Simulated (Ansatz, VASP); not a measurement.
Two plane-wave programs on B3W

```
B W
1.0
    -1.53783    1.53783    3.68541
     1.53783   -1.53783    3.68541
     1.53783    1.53783   -3.68541
B W
3 1
Cartesian
  0.0000 0.0000 3.6854
  1.5378 0.0000 1.8427
  0.0000 1.5378 1.8427
  0.0000 0.0000 0.0000
```

Alike in both runs: functional PBE; k mesh 20 × 20 × 20; occupations gaussian, width 0.1 eV; no spin polarisation.

Ansatz relaxed the structure, and its values are those at the end. VASP's run is a single point on that final structure, the one shown.

|  | VASP | Ansatz |
| --- | --- | --- |
| version | VASP 6.6.1 | Ansatz 0.2.0 |
| potentials or method | VASP PAW PBE potentials, release 64 (B, W_sv), cutoff 520 eV | scalar-relativistic, plane waves, PAW |
| valence electrons in the cell | 23 | 23 |

Ansatz gave:

```
gap on the k mesh at the Fermi level (eV) : none
pressure (GPa)                            : 0.0
```

Problem. Estimate VASP's values.

Solution. gap on the k mesh at the Fermi level (eV): none; pressure (GPa): 0.4.

A gap of «none» marks a metal or a gap that the smearing closes.

Spin-orbit coupling is off throughout.
